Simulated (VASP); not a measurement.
# SrGa3 (Pm-3m) in VASP: a series of runs

SrGa3 is run at these levels: PBE; tasks: single point.

Everything below comes from runs of VASP 6.6.1. Logs are shortened: lines on timing, memory, paths and dates and some standing lists are left out, and cuts for length are marked.

## 1. The cell of the first run

Symmetry: Pm-3m, No. 221, cubic system. Conventional cell: a = 4.675 Å, b = 4.675 Å, c = 4.675 Å, α = 90.00°, β = 90.00°, γ = 90.00°. Sr (site symmetry m-3m) has 12 Ga at 3.31 Å within 4.3 Å. Within 4.3 Å of Ga (site symmetry 4/mmm) lie 4 Sr at 3.31 Å and 8 Ga at 3.31 Å.

## 2. Single point, PBE (volume scaled by 1.100)

Contents of INCAR:

```
SYSTEM = SrGa3
PREC     = Accurate       ! precision mode
ENCUT    = 520            ! plane-wave cutoff, eV
EDIFF    = 1E-7           ! SCF threshold, eV
ISMEAR   = 0              ! smearing method
SIGMA    = 0.05           ! smearing width, eV
LREAL    = .False.        ! projectors in reciprocal space
LASPH    = .True.         ! aspherical terms in the spheres
NELM     = 60             ! most SCF steps
ALGO     = Fast           ! electronic algorithm
ISIF     = 2              ! what is computed and relaxed
LWAVE    = .False.        ! write WAVECAR
LCHARG   = .False.        ! write CHGCAR
GGA      = PE             ! functional
NBANDS   = 32             ! bands
```

Contents of KPOINTS:

```
Automatic mesh
0
Gamma
  8 8 8
  0 0 0
```

Contents of POSCAR:

```
SrGa3
1.0
    4.6746577362      0.0000000000      0.0000000000
    0.0000000000      4.6746577362      0.0000000000
    0.0000000000      0.0000000000      4.6746577362
Sr Ga
1 3
Direct
    0.0000000000      0.0000000000      0.0000000000
    0.0000000000      0.5000000000      0.5000000000
    0.5000000000      0.5000000000      0.0000000000
    0.5000000000      0.0000000000      0.5000000000
```

Potentials or basis: VASP PAW PBE potentials, release 64 (Sr_sv, Ga_d).

Launch:

```sh
cat potpaw_PBE.64/Sr_sv/POTCAR potpaw_PBE.64/Ga_d/POTCAR > POTCAR
mpirun -np 1 vasp_std > vasp.out
```

OUTCAR:

```text
SYSTEM = SrGa3
   PREC = Accurate
   ENCUT = 520
   EDIFF = 1E-7
   ISMEAR = 0
   LREAL = .False.
   LASPH = .True.
   NELM = 60
   ISIF = 2
   GGA = PE

 ion  position               nearest neighbor table
   1  0.000  0.000  0.000-   2 3.31   3 3.31   4 3.31   2 3.31   4 3.31   2 3.31   3 3.31   2 3.31
                             3 3.31   4 3.31   4 3.31   3 3.31
   2  0.000  0.500  0.500-   1 3.31   1 3.31   1 3.31   1 3.31
   3  0.500  0.500  0.000-   1 3.31   1 3.31   1 3.31   1 3.31
   4  0.500  0.000  0.500-   1 3.31   1 3.31   1 3.31   1 3.31

  LATTYP: Found a simple cubic cell.
 ALAT       =     4.6746577362

  Lattice vectors:

 A1 = (   4.6746577362,   0.0000000000,   0.0000000000)
 A2 = (   0.0000000000,   4.6746577362,   0.0000000000)
 A3 = (   0.0000000000,   0.0000000000,   4.6746577362)

Analysis of symmetry for initial positions (statically):
=====================================================================
 Subroutine PRICEL returns:
 Original cell was already a primitive cell.

 Routine SETGRP: Setting up the symmetry group for a
 simple cubic supercell.

 Subroutine GETGRP returns: Found 48 space group operations
 (whereof 48 operations were pure point group operations)
 out of a pool of 48 trial point group operations.

The static configuration has the point symmetry O_h .

Analysis of symmetry for dynamics (positions and initial velocities):
=====================================================================
 Subroutine PRICEL returns:
 Original cell was already a primitive cell.

 Routine SETGRP: Setting up the symmetry group for a
 simple cubic supercell.

 Subroutine GETGRP returns: Found 48 space group operations
 (whereof 48 operations were pure point group operations)
 out of a pool of 48 trial point group operations.

The dynamic configuration has the point symmetry O_h .

 Subroutine INISYM returns: Found 48 space group operations
 (whereof 48 operations are pure point group operations),
 and found     1 'primitive' translations

----------------------------------------------------------------------------------------

                                     Primitive cell

  volume of cell :     102.1526

  direct lattice vectors                    reciprocal lattice vectors
     4.674657736  0.000000000  0.000000000     0.213919405  0.000000000  0.000000000
     0.000000000  4.674657736  0.000000000     0.000000000  0.213919405  0.000000000
     0.000000000  0.000000000  4.674657736     0.000000000  0.000000000  0.213919405

  length of vectors
     4.674657736  4.674657736  4.674657736     0.213919405  0.213919405  0.213919405

  position of ions in fractional coordinates (direct lattice)
     0.000000000  0.000000000  0.000000000
     0.000000000  0.500000000  0.500000000
     0.500000000  0.500000000  0.000000000
     0.500000000  0.000000000  0.500000000

  ion indices of the primitive-cell ions
   primitive index   ion index
                 1           1
                 2           2
                 3           3
                 4           4

----------------------------------------------------------------------------------------

 KPOINTS: Automatic mesh

Automatic generation of k-mesh.
 Grid dimensions read from file:
 generate k-points for:    8    8    8

 Generating k-lattice:

  Cartesian coordinates                     Fractional coordinates (reciprocal lattice)
     0.026739926  0.000000000  0.000000000     0.125000000  0.000000000  0.000000000
     0.000000000  0.026739926  0.000000000     0.000000000  0.125000000  0.000000000
     0.000000000  0.000000000  0.026739926     0.000000000  0.000000000  0.125000000

  Length of vectors
     0.026739926  0.026739926  0.026739926

  Shift w.r.t. Gamma in fractional coordinates (k-lattice)
     0.000000000  0.000000000  0.000000000

 Subroutine IBZKPT returns following result:
 ===========================================

 Found     35 irreducible k-points:

 Following reciprocal coordinates:
            Coordinates               Weight
  0.000000  0.000000  0.000000      1.000000
  0.125000  0.000000  0.000000      6.000000
  0.250000  0.000000  0.000000      6.000000
  0.375000  0.000000  0.000000      6.000000
  0.500000  0.000000  0.000000      3.000000
  0.125000  0.125000  0.000000     12.000000
[... 16 lines left out ...]
  0.375000  0.375000  0.125000     24.000000
  0.500000  0.375000  0.125000     24.000000
 [... further k-points ...]
   k-points           NKPTS =     35   k-points in BZ     NKDIM =     35   number of bands    NBANDS=     32
   number of dos      NEDOS =    301   number of ions     NIONS =      4
   total plane-waves  NPLWV =  46656
   dimension x,y,z NGX =    36 NGY =   36 NGZ =   36
   dimension x,y,z NGXF=    72 NGYF=   72 NGZF=   72
   ions per type =               1   3
   NGX,Y,Z   is equivalent  to a cutoff of  12.80, 12.80, 12.80 a.u.
   NGXF,Y,Z  is equivalent  to a cutoff of  25.61, 25.61, 25.61 a.u.
 SYSTEM =  SrGa3
   PREC   = accura    normal or accurate (medium, high low for compatibility)
   ISTART =      0    job   : 0-new  1-cont  2-samecut
   ICHARG =      2    charge: 1-file 2-atom 10-const
   ISPIN  =      1    spin polarized calculation?
   LNONCOLLINEAR =      F non collinear calculations
   LSORBIT =      F    spin-orbit coupling
   LASPH  =      T    aspherical Exc in radial PAW
   ENCUT  =  520.0 eV  38.22 Ry    6.18 a.u.   8.69  8.69  8.69*2*pi/ulx,y,z
   NELM   =     60;   NELMIN=  2; NELMDL= -5     # of ELM steps
   EDIFF  = 0.1E-06   stopping-criterion for ELM
   LREAL  =      F    real-space projection
   EDIFFG = 0.1E-05   stopping-criterion for IOM
   NSW    =      0    number of steps for IOM
   IBRION =     -1    ionic relax: 0-MD 1-quasi-New 2-CG
   NFREE  =      0    steps in history (QN), initial steepest desc. (CG)
   ISIF   =      2    stress and relaxation
   ISYM   =      2    0-nonsym 1-usesym 2-fastsym
   POTIM  = 0.5000    time-step for ionic-motion
   TEBEG  =    0.0;   TEEND  =   0.0 temperature during run
   PSTRESS=    0.0 pullay stress
   NELECT =      49.0000    total number of electrons
   NUPDOWN=      -1.0000    fix difference up-down
   EMIN   =  10.00;   EMAX   =-10.00  energy-range for DOS
   EFERMI =   0.00;   METHOD = LEGACY
   ISMEAR =     0;   SIGMA  =   0.05  broadening in eV -4-tet -1-fermi 0-gaus
   EFERMI_NEDOS =   21; number of points for ismear=-14 and -15
   IALGO  =     68    algorithm
   IMIX   =      4    mixing-type and parameters
     AMIX     =   0.40;   BMIX     =  1.00
     AMIX_MAG =   1.60;   BMIX_MAG =  1.00
  volume/ion in A,a.u.               =      25.54       172.34
  Fermi-wavevector in a.u.,A,eV,Ry     =   1.281515  2.421712 22.344587  1.642281
  Thomas-Fermi vector in A             =   2.413880
   LORBIT       =      0    0 simple, 1 ext, 2 COOP (PROOUT), +10 PAW based schemes
   GGA     = PE    functional components
   LHFCALC =     F    Hartree Fock is set to
   AEXX    =    0.0000 exact exchange contribution
   IVDW    =     0    specifies the selected vdW correction
   LEPSILON=     F    determine dielectric tensor
   LRPA    =     F    only Hartree local field effects (RPA)
 non-spin polarized calculation
 RMM-DIIS sequential band-by-band and
 Gauss-broadening in eV      SIGMA  =   0.05
  energy-cutoff  :      520.00
  volume of cell :      102.15
 maximum number of plane-waves:      2800
 NGX is ok and might be reduce to    36
   NGX = 17   NGY = 17   NGZ = 17

 number of electron      48.9999962 magnetization

 Free energy of the ion-electron system (eV)
  ---------------------------------------------------
  ext. energy  EPLUGINS =         0.00000000
  ---------------------------------------------------
  free energy    TOTEN  =       -11.09681942 eV

  energy without entropy =      -11.09298560  energy(sigma->0) =      -11.09490251

 E-fermi :   3.4442     XC(G=0):  -9.7293

 val. band max:        3.4413443886   @ k =   0.3750   0.2500   0.0000
 cond. band min:       3.4489097767   @ k =   0.5000   0.3750   0.1250
 fundamental gap:      0.0075653881
 Fermi energy:         3.4442297245

 k-point     1 :       0.0000    0.0000    0.0000
  band No.  band energies     occupation
      1     -31.5527      2.00000
      2     -13.6298      2.00000
      3     -13.6298      2.00000
      4     -13.6298      2.00000
      5     -11.2647      2.00000
      6     -11.2647      2.00000
[... 24 lines left out ...]
     31       7.2554      0.00000
     32       7.4192      0.00000

 k-point     2 :       0.1250    0.0000    0.0000
  band No.  band energies     occupation
      1     -31.5524      2.00000
      2     -13.6429      2.00000
      3     -13.6305      2.00000
      4     -13.6305      2.00000
      5     -11.2634      2.00000
      6     -11.2587      2.00000
[... 24 lines left out ...]
     31       7.5626      0.00000
     32       8.3184      0.00000

 k-point     3 :       0.2500    0.0000    0.0000
  band No.  band energies     occupation
      1     -31.5517      2.00000
      2     -13.6741      2.00000
      3     -13.6321      2.00000
      4     -13.6321      2.00000
      5     -11.2602      2.00000
      6     -11.2415      2.00000
[... 24 lines left out ...]
     31       8.2157      0.00000
     32       9.0109      0.00000

 k-point     4 :       0.3750    0.0000    0.0000
  band No.  band energies     occupation
      1     -31.5511      2.00000
      2     -13.7048      2.00000
      3     -13.6336      2.00000
      4     -13.6336      2.00000
      5     -11.2565      2.00000
      6     -11.2227      2.00000
[... 24 lines left out ...]
     31       8.3172      0.00000
     32       8.4645      0.00000

 k-point     5 :       0.5000    0.0000    0.0000
  band No.  band energies     occupation
      1     -31.5508      2.00000
      2     -13.7173      2.00000
      3     -13.6343      2.00000
      4     -13.6343      2.00000
      5     -11.2549      2.00000
      6     -11.2123      2.00000
[... 584 lines left out ...]
     31       8.3555      0.00000
     32       8.5304      0.00000

 k-point    22 :       0.5000    0.2500    0.1250
  band No.  band energies     occupation
      1     -31.5497      2.00000
      2     -13.7052      2.00000
      3     -13.6660      2.00000
      4     -13.6429      2.00000
      5     -11.2364      2.00000
      6     -11.2168      2.00000
[... 24 lines left out ...]
     31       8.5549      0.00000
     32       8.6269      0.00000

 k-point    23 :       0.3750    0.3750    0.1250
  band No.  band energies     occupation
      1     -31.5493      2.00000
      2     -13.6922      2.00000
      3     -13.6864      2.00000
      4     -13.6432      2.00000
      5     -11.2297      2.00000
      6     -11.2230      2.00000
[... 24 lines left out ...]
     31       8.2732      0.00000
     32       9.1745      0.00000

 k-point    24 :       0.5000    0.3750    0.1250
  band No.  band energies     occupation
      1     -31.5491      2.00000
      2     -13.6985      2.00000
      3     -13.6870      2.00000
      4     -13.6433      2.00000
      5     -11.2228      2.00000
      6     -11.2201      2.00000
[... 24 lines left out ...]
     31       8.3400      0.00000
     32       9.2437      0.00000

 [... further k-points ...]
[... 5 lines left out ...]
  --------------------------------------------------------------------------------------
  -------------------------------------------------------------------------------------
  Total       -1.8222813     -1.8222813     -1.8222813      0.0000000      0.0000000      0.0000000
  in kB      -28.5809429    -28.5809429    -28.5809429      0.0000000      0.0000000      0.0000000
  external PRESSURE =     -28.5809429 kB  Pullay stress =       0.0000000 kB

 VOLUME and BASIS-vectors are now :
 -----------------------------------------------------------------------------
  energy-cutoff  :      520.00
  volume of cell :      102.15
      direct lattice vectors                 reciprocal lattice vectors
     4.674657736  0.000000000  0.000000000     0.213919405  0.000000000  0.000000000
     0.000000000  4.674657736  0.000000000     0.000000000  0.213919405  0.000000000
     0.000000000  0.000000000  4.674657736     0.000000000  0.000000000  0.213919405

 POSITION                                       TOTAL-FORCE (eV/Angst)
 -----------------------------------------------------------------------------------
      0.00000      0.00000      0.00000         0.000000      0.000000      0.000000
      0.00000      2.33733      2.33733         0.000000      0.000000      0.000000
      2.33733      2.33733      0.00000         0.000000      0.000000      0.000000
      2.33733      0.00000      2.33733         0.000000      0.000000      0.000000
 -----------------------------------------------------------------------------------
    total drift:                                0.000000      0.000000      0.000000

  FREE ENERGIE OF THE ION-ELECTRON SYSTEM (eV)
  ---------------------------------------------------
  free  energy   TOTEN  =       -11.0968194233 eV

  energy  without entropy=      -11.0929856048  energy(sigma->0) =      -11.09490251
```

Run time: 1.8 min. Hardware: 1 thread of Intel Xeon 6975P-C (Granite Rapids), shared host; peak memory 0.26 GiB.

What came out:

```yaml
Free_energy: -11.0968 eV
Pressure: -2.9 GPa
```

## 3. Single point, PBE (volume scaled by 0.945)

Contents of INCAR:

```
SYSTEM = SrGa3
  PREC = Accurate
  ENCUT = 520
  EDIFF = 1E-6
  ISMEAR = 0
  SIGMA = 0.05
  LREAL = .FALSE.
  LASPH = .TRUE.
  NELM = 80
  ALGO = Fast
  ISIF = 2
  LWAVE = .FALSE.
  LCHARG = .FALSE.
  GGA = PE
  NBANDS = 32
```

Contents of KPOINTS:

```
Automatic mesh
0
G
  8 8 8
  0 0 0
```

Contents of POSCAR:

```
SrGa3
1.0
    4.4438854930      0.0000000000      0.0000000000
    0.0000000000      4.4438854930      0.0000000000
    0.0000000000      0.0000000000      4.4438854930
Sr Ga
1 3
Direct
    0.0000000000      0.0000000000      0.0000000000
    0.0000000000      0.5000000000      0.5000000000
    0.5000000000      0.5000000000      0.0000000000
    0.5000000000      0.0000000000      0.5000000000
```

Potentials or basis: VASP PAW PBE potentials, release 64 (Sr_sv, Ga_d).

Launch:

```sh
cat potpaw_PBE.64/Sr_sv/POTCAR potpaw_PBE.64/Ga_d/POTCAR > POTCAR
mpirun -np 1 vasp_std > vasp.out
```

Wall time 68 s (1 thread of Intel Xeon 6975P-C (Granite Rapids), shared host); peak memory 0.25 GiB.

Results (log left out):

| Item | Value |
| --- | --- |
| Free energy | -11.1422 eV |
| Pressure | 2.7 GPa |

Levels at points of the mesh, in eV from the Fermi level:
```tsv
k point	band 22	band 23	band 24	band 25	band 26	band 27	band 28	band 29
(0.00, 0.00, 0.00)	-3.20	-0.91	-0.91	-0.91	3.89	4.06	4.06	4.06
(0.50, 0.00, 0.00)	-2.17	-0.85	-0.85	-0.26	1.96	1.96	2.73	2.80
(0.50, 0.50, 0.00)	-5.36	-2.93	0.48	0.48	1.44	1.95	2.86	2.86
(0.50, 0.50, 0.50)	-5.27	-3.24	-1.43	-1.43	-1.43	3.94	5.87	5.87
```
